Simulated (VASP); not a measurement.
# NbP (I4_1md) in VASP: further runs

Runs on NbP. Level: PBE. Tasks: single point.

All numbers are computed with VASP 6.6.1; they aren't measurements. Logs are shortened: lines on timing, memory, paths and dates and some standing lists are left out, and cuts for length are marked.

### 1 The cell of the first run

Symmetry: I4_1md, No. 109, tetragonal system. Conventional cell: a = 3.347 Å, b = 3.347 Å, c = 11.428 Å, α = 90.00°, β = 90.00°, γ = 90.00°. Nb (site symmetry 2mm) has 6 P at 2.54 to 2.55 Å and 8 Nb at 3.31 to 3.35 Å within 3.4 Å. Within 3.4 Å of P (site symmetry 2mm) lie 6 Nb at 2.54 to 2.55 Å and 8 P at 3.31 to 3.35 Å.

### 2 Single point, PBE

INCAR reads:

```
SYSTEM = NbP
PREC = Accurate ; ENCUT = 520
EDIFF = 1E-6 ; ISMEAR = 0
SIGMA = 0.1 ; LREAL = .FALSE.
LASPH = .TRUE. ; NELM = 100
ALGO = Normal ; ISIF = 2
LWAVE = .FALSE. ; LCHARG = .FALSE.
GGA = PE ; NBANDS = 26
```

KPOINTS reads:

```
Automatic mesh
0
G
  18 18 18
  0 0 0
```

POSCAR reads:

```
NbP
1.0
   -1.6735234221      1.6735234221      5.7139822352
    1.6735234221     -1.6735234221      5.7139822352
    1.6735234221      1.6735234221     -5.7139822352
Nb P
2 2
Direct
    0.7500346828      0.7500346828      0.0000000000
    0.5000346828      1.0000346828      0.5000000000
    0.3325938922      0.3325938922      0.0000000000
    0.0825938922      0.5825938922      0.5000000000
```

Potentials or basis: VASP PAW PBE potentials, release 64 (Nb_sv, P).

Started as:

```
> cat potpaw_PBE.64/Nb_sv/POTCAR potpaw_PBE.64/P/POTCAR > POTCAR
> mpirun -np 1 vasp_std > vasp.out
```

OUTCAR:

```text
SYSTEM = NbP
   PREC = Accurate
   ENCUT = 520
   EDIFF = 1E-6
   ISMEAR = 0
   LREAL = .FALSE.
   LASPH = .TRUE.
   NELM = 100
   ISIF = 2
   GGA = PE

 ion  position               nearest neighbor table
   1  0.750  0.750  0.000-   4 2.54   4 2.54   3 2.55   3 2.55   3 2.55   3 2.55
   2  0.500  0.000  0.500-   3 2.54   3 2.54   4 2.55   4 2.55   4 2.55   4 2.55
   3  0.333  0.333  0.000-   2 2.54   2 2.54   1 2.55   1 2.55   1 2.55   1 2.55
   4  0.083  0.583  0.500-   1 2.54   1 2.54   2 2.55   2 2.55   2 2.55   2 2.55

  LATTYP: Found a body centered tetragonal cell.
 ALAT       =     3.3470468442
 C/A-ratio  =     3.4143425540

  Lattice vectors:

 A1 = (  -1.6735234221,   1.6735234221,   5.7139822352)
 A2 = (   1.6735234221,  -1.6735234221,   5.7139822352)
 A3 = (   1.6735234221,   1.6735234221,  -5.7139822352)

Analysis of symmetry for initial positions (statically):
=====================================================================
 Subroutine PRICEL returns:
 Original cell was already a primitive cell.

 Routine SETGRP: Setting up the symmetry group for a
 body centered tetragonal supercell.

 Subroutine GETGRP returns: Found  8 space group operations
 (whereof  4 operations were pure point group operations)
 out of a pool of 16 trial point group operations.

The static configuration has the point symmetry C_2v.
 The point group associated with its full space group is C_4v.

Analysis of symmetry for dynamics (positions and initial velocities):
=====================================================================
 Subroutine PRICEL returns:
 Original cell was already a primitive cell.

 Routine SETGRP: Setting up the symmetry group for a
 body centered tetragonal supercell.

 Subroutine GETGRP returns: Found  8 space group operations
 (whereof  4 operations were pure point group operations)
 out of a pool of 16 trial point group operations.

The dynamic configuration has the point symmetry C_2v.
 The point group associated with its full space group is C_4v.

 Subroutine INISYM returns: Found  8 space group operations
 (whereof  4 operations are pure point group operations),
 and found     1 'primitive' translations

----------------------------------------------------------------------------------------

                                     Primitive cell

  volume of cell :      64.0122

  direct lattice vectors                    reciprocal lattice vectors
    -1.673523422  1.673523422  5.713982235     0.000000000  0.298770841  0.087504647
     1.673523422 -1.673523422  5.713982235     0.298770841  0.000000000  0.087504647
     1.673523422  1.673523422 -5.713982235     0.298770841  0.298770841  0.000000000

  length of vectors
     6.184735586  6.184735586  6.184735586     0.311321504  0.311321504  0.422525775

  position of ions in fractional coordinates (direct lattice)
     0.750034683  0.750034683  0.000000000
     0.500034683  0.000034683  0.500000000
     0.332593892  0.332593892  0.000000000
     0.082593892  0.582593892  0.500000000

  ion indices of the primitive-cell ions
   primitive index   ion index
                 1           1
                 2           2
                 3           3
                 4           4

----------------------------------------------------------------------------------------

 KPOINTS: Automatic mesh

Automatic generation of k-mesh.
 Grid dimensions read from file:
 generate k-points for:   18   18   18

 Generating k-lattice:

  Cartesian coordinates                     Fractional coordinates (reciprocal lattice)
     0.000000000  0.016598380  0.004861369     0.055555556 -0.000000000  0.000000000
     0.016598380  0.000000000  0.004861369    -0.000000000  0.055555556  0.000000000
     0.016598380  0.016598380  0.000000000     0.000000000  0.000000000  0.055555556

  Length of vectors
     0.017295639  0.017295639  0.023473654

  Shift w.r.t. Gamma in fractional coordinates (k-lattice)
     0.000000000  0.000000000  0.000000000

 Subroutine IBZKPT returns following result:
 ===========================================

 Found    480 irreducible k-points:

 Following reciprocal coordinates:
            Coordinates               Weight
  0.000000  0.000000  0.000000      1.000000
  0.055556 -0.000000  0.000000      8.000000
  0.111111 -0.000000  0.000000      8.000000
  0.166667  0.000000  0.000000      8.000000
  0.222222 -0.000000  0.000000      8.000000
  0.277778  0.000000 -0.000000      8.000000
[... 16 lines left out ...]
 -0.277778  0.055556  0.000000     16.000000
 -0.222222  0.055556 -0.000000     16.000000
 [... further k-points ...]
   k-points           NKPTS =    480   k-points in BZ     NKDIM =    480   number of bands    NBANDS=     26
   number of dos      NEDOS =    301   number of ions     NIONS =      4
   total plane-waves  NPLWV = 110592
   dimension x,y,z NGX =    48 NGY =   48 NGZ =   48
   dimension x,y,z NGXF=    96 NGYF=   96 NGZF=   96
   ions per type =               2   2
   NGX,Y,Z   is equivalent  to a cutoff of  12.90, 12.90, 12.90 a.u.
   NGXF,Y,Z  is equivalent  to a cutoff of  25.80, 25.80, 25.80 a.u.
 SYSTEM =  NbP
   PREC   = accura    normal or accurate (medium, high low for compatibility)
   ISTART =      0    job   : 0-new  1-cont  2-samecut
   ICHARG =      2    charge: 1-file 2-atom 10-const
   ISPIN  =      1    spin polarized calculation?
   LNONCOLLINEAR =      F non collinear calculations
   LSORBIT =      F    spin-orbit coupling
   LASPH  =      T    aspherical Exc in radial PAW
   ENCUT  =  520.0 eV  38.22 Ry    6.18 a.u.  11.50 11.50 11.50*2*pi/ulx,y,z
   NELM   =    100;   NELMIN=  2; NELMDL= -5     # of ELM steps
   EDIFF  = 0.1E-05   stopping-criterion for ELM
   LREAL  =      F    real-space projection
   EDIFFG = 0.1E-04   stopping-criterion for IOM
   NSW    =      0    number of steps for IOM
   IBRION =     -1    ionic relax: 0-MD 1-quasi-New 2-CG
   NFREE  =      0    steps in history (QN), initial steepest desc. (CG)
   ISIF   =      2    stress and relaxation
   ISYM   =      2    0-nonsym 1-usesym 2-fastsym
   POTIM  = 0.5000    time-step for ionic-motion
   TEBEG  =    0.0;   TEEND  =   0.0 temperature during run
   PSTRESS=    0.0 pullay stress
   NELECT =      36.0000    total number of electrons
   NUPDOWN=      -1.0000    fix difference up-down
   EMIN   =  10.00;   EMAX   =-10.00  energy-range for DOS
   EFERMI =   0.00;   METHOD = LEGACY
   ISMEAR =     0;   SIGMA  =   0.10  broadening in eV -4-tet -1-fermi 0-gaus
   EFERMI_NEDOS =   21; number of points for ismear=-14 and -15
   IALGO  =     38    algorithm
   IMIX   =      4    mixing-type and parameters
     AMIX     =   0.40;   BMIX     =  1.00
     AMIX_MAG =   1.60;   BMIX_MAG =  1.00
  volume/ion in A,a.u.               =      16.00       107.99
  Fermi-wavevector in a.u.,A,eV,Ry     =   1.351310  2.553605 24.844748  1.826037
  Thomas-Fermi vector in A             =   2.478742
   LORBIT       =      0    0 simple, 1 ext, 2 COOP (PROOUT), +10 PAW based schemes
   GGA     = PE    functional components
   LHFCALC =     F    Hartree Fock is set to
   AEXX    =    0.0000 exact exchange contribution
   IVDW    =     0    specifies the selected vdW correction
   LEPSILON=     F    determine dielectric tensor
   LRPA    =     F    only Hartree local field effects (RPA)
 non-spin polarized calculation
 Gauss-broadening in eV      SIGMA  =   0.10
  energy-cutoff  :      520.00
  volume of cell :       64.01
 maximum number of plane-waves:      1741
 NGX is ok and might be reduce to    48
   NGX = 23   NGY = 23   NGZ = 23

 number of electron      36.0000000 magnetization

 Free energy of the ion-electron system (eV)
  ---------------------------------------------------
  ext. energy  EPLUGINS =         0.00000000
  ---------------------------------------------------
  free energy    TOTEN  =       -35.32147094 eV

  energy without entropy =      -35.31949585  energy(sigma->0) =      -35.32048340

 E-fermi :  10.6457     XC(G=0): -12.0194

 val. band max:       10.6250303449   @ k =  -0.1667  -0.4444   0.1667
 cond. band min:      10.6503426559   @ k =  -0.0556  -0.4444   0.0556
 fundamental gap:      0.0253123110
 Fermi energy:        10.6457216238

 k-point     1 :       0.0000    0.0000    0.0000
  band No.  band energies     occupation
      1     -44.2890      2.00000
      2     -44.2504      2.00000
      3     -20.5565      2.00000
      4     -20.3536      2.00000
      5     -20.3536      2.00000
      6     -20.2094      2.00000
[... 18 lines left out ...]
     25      14.7266      0.00000
     26      14.7266      0.00000

 k-point     2 :       0.0556   -0.0000    0.0000
  band No.  band energies     occupation
      1     -44.2882      2.00000
      2     -44.2501      2.00000
      3     -20.5536      2.00000
      4     -20.3620      2.00000
      5     -20.3529      2.00000
      6     -20.2180      2.00000
[... 18 lines left out ...]
     25      14.7049      0.00000
     26      14.8828      0.00000

 k-point     3 :       0.1111   -0.0000    0.0000
  band No.  band energies     occupation
      1     -44.2861      2.00000
      2     -44.2492      2.00000
      3     -20.5454      2.00000
      4     -20.3859      2.00000
      5     -20.3510      2.00000
      6     -20.2415      2.00000
[... 18 lines left out ...]
     25      14.8325      0.00000
     26      15.2841      0.00000

 k-point     4 :       0.1667    0.0000    0.0000
  band No.  band energies     occupation
      1     -44.2827      2.00000
      2     -44.2480      2.00000
      3     -20.5342      2.00000
      4     -20.4206      2.00000
      5     -20.3480      2.00000
      6     -20.2757      2.00000
[... 18 lines left out ...]
     25      15.1027      0.00000
     26      15.8028      0.00000
[... 496 lines left out ...]
      1     -44.2691      2.00000
      2     -44.2432      2.00000
      3     -20.5817      2.00000
      4     -20.4652      2.00000
      5     -20.3843      2.00000
      6     -20.3444      2.00000
[... 18 lines left out ...]
     25      15.3697      0.00000
     26      16.9358      0.00000

 k-point    23 :      -0.2778    0.0556    0.0000
  band No.  band energies     occupation
      1     -44.2736      2.00000
      2     -44.2443      2.00000
      3     -20.5459      2.00000
      4     -20.4683      2.00000
      5     -20.3550      2.00000
      6     -20.3479      2.00000
[... 18 lines left out ...]
     25      15.5097      0.00000
     26      16.6460      0.00000

 k-point    24 :      -0.2222    0.0556   -0.0000
  band No.  band energies     occupation
      1     -44.2782      2.00000
      2     -44.2458      2.00000
      3     -20.5291      2.00000
      4     -20.4545      2.00000
      5     -20.3521      2.00000
      6     -20.3153      2.00000
[... 18 lines left out ...]
     25      15.4292      0.00000
     26      16.2107      0.00000

 [... further k-points ...]

------------------------ aborting loop because EDIFF is reached ----------------------------------------

  FORCE on cell =-STRESS in cart. coord.  units (eV):
  Direction    XX          YY          ZZ          XY          YZ          ZX
  --------------------------------------------------------------------------------------
  -------------------------------------------------------------------------------------
  Total       -0.1653100     -0.1653100     -0.1541581      0.0000000      0.0000000      0.0000000
  in kB       -4.1375870     -4.1375870     -3.8584629      0.0000000      0.0000000      0.0000000
  external PRESSURE =      -4.0445457 kB  Pullay stress =       0.0000000 kB

 VOLUME and BASIS-vectors are now :
 -----------------------------------------------------------------------------
  energy-cutoff  :      520.00
  volume of cell :       64.01
      direct lattice vectors                 reciprocal lattice vectors
    -1.673523422  1.673523422  5.713982235     0.000000000  0.298770841  0.087504647
     1.673523422 -1.673523422  5.713982235     0.298770841  0.000000000  0.087504647
     1.673523422  1.673523422 -5.713982235     0.298770841  0.298770841  0.000000000

 POSITION                                       TOTAL-FORCE (eV/Angst)
 -----------------------------------------------------------------------------------
      0.00000      0.00000      8.57137        -0.000000      0.000000     -0.002129
      0.00000      1.67352      0.00040         0.000000     -0.000000     -0.002129
      0.00000      0.00000      3.80087         0.000000     -0.000000      0.002129
      1.67352      0.00000      0.94388        -0.000000      0.000000      0.002129
 -----------------------------------------------------------------------------------
    total drift:                                0.000000      0.000000      0.000250

  FREE ENERGIE OF THE ION-ELECTRON SYSTEM (eV)
  ---------------------------------------------------
  free  energy   TOTEN  =       -35.3214709450 eV

  energy  without entropy=      -35.3194958492  energy(sigma->0) =      -35.32048340
```

It took 34 min on 1 thread of Intel Xeon Platinum 8259CL at 2.50GHz (Skylake/Cascade Lake), shared host; peak memory 0.82 GiB.

What came out:

```yaml
Free_energy: -35.3215 eV
Pressure: -0.4 GPa
Band_gap_on_the_k_mesh: zero (band 18 reaches 10.74 eV, above the bottom of band 19 at 10.60 eV)
```

Forces on the atoms (eV/Å):
```
Nb   0.000  0.000 -0.002
Nb   0.000  0.000 -0.002
P    0.000  0.000  0.002
P    0.000  0.000  0.002
```

Levels at points of the mesh, in eV from the Fermi level:
```csv
k point,band 16,band 17,band 18,band 19,band 20,band 21
"(0.00, 0.00, 0.00)",-1.70,-1.36,-1.36,0.82,1.60,2.68
"(0.50, 0.00, 0.00)",-1.86,-1.51,-0.11,0.07,1.31,2.47
"(0.50, 0.50, 0.00)",-2.84,-0.44,-0.44,2.97,2.97,3.08
"(0.50, 0.50, 0.50)",-2.68,-0.54,-0.54,1.18,1.18,2.32
```

### 3 Single point, PBE

This run uses another cell than the first one, of 16.10 Å³/atom, 1.006 times its volume.

INCAR reads:

```
ALGO = Normal
EDIFF = 1E-6
ENCUT = 520
GGA = PE
ISIF = 2
ISMEAR = 0
LASPH = True
LCHARG = False
LREAL = False
LWAVE = False
NBANDS = 26
NELM = 100
PREC = Accurate
SIGMA = 0.1
```

KPOINTS reads:

```
k-points
0
Gamma
  18 18 18
```

POSCAR reads:

```
NbP
1.0
   -1.6749232544      1.6749232544      5.7401081759
    1.6749232544     -1.6749232544      5.7401081759
    1.6749232544      1.6749232544     -5.7401081759
Nb P
2 2
Direct
    0.7499453741      0.7499453741      0.0000000000
    0.4999453741      0.9999453741      0.5000000000
    0.3326832009      0.3326832009      0.0000000000
    0.0826832009      0.5826832009      0.5000000000
```

Potentials or basis: VASP PAW PBE potentials, release 64 (Nb_sv, P).

Started as:

```
> cat potpaw_PBE.64/Nb_sv/POTCAR potpaw_PBE.64/P/POTCAR > POTCAR
> mpirun -np 1 vasp_std > vasp.out
```

It took 36 min on 1 thread of Intel Xeon Platinum 8259CL at 2.50GHz (Skylake/Cascade Lake), shared host; peak memory 0.82 GiB.

Results (log left out):

```
Free energy            : -35.3191 eV
Pressure               : -1.5 GPa
Largest force          : 0.003 eV/Å
Band gap on the k mesh : zero (band 18 reaches 10.67 eV, above the bottom of band 19 at 10.52 eV)
```

Forces on the atoms (eV/Å):
```
Nb   0.000  0.000 -0.003
Nb   0.000  0.000 -0.003
P    0.000  0.000  0.003
P    0.000  0.000  0.003
```

Stress tensor (GPa, compression positive):
```
-1.35  0.00  0.00
 0.00 -1.35  0.00
 0.00  0.00 -1.78
```

Levels at points of the mesh, in eV from the Fermi level:
```tsv
k point	band 15	band 16	band 17	band 18	band 19	band 20	band 21	band 22
(0.00, 0.00, 0.00)	-2.13	-1.71	-1.36	-1.36	0.83	1.59	2.64	3.13
(0.50, 0.00, 0.00)	-2.31	-1.87	-1.51	-0.13	0.07	1.30	2.43	2.63
(0.50, 0.50, 0.00)	-2.85	-2.85	-0.43	-0.43	2.95	2.95	3.05	3.05
(0.50, 0.50, 0.50)	-2.66	-2.66	-0.53	-0.53	1.18	1.18	2.29	2.29
```
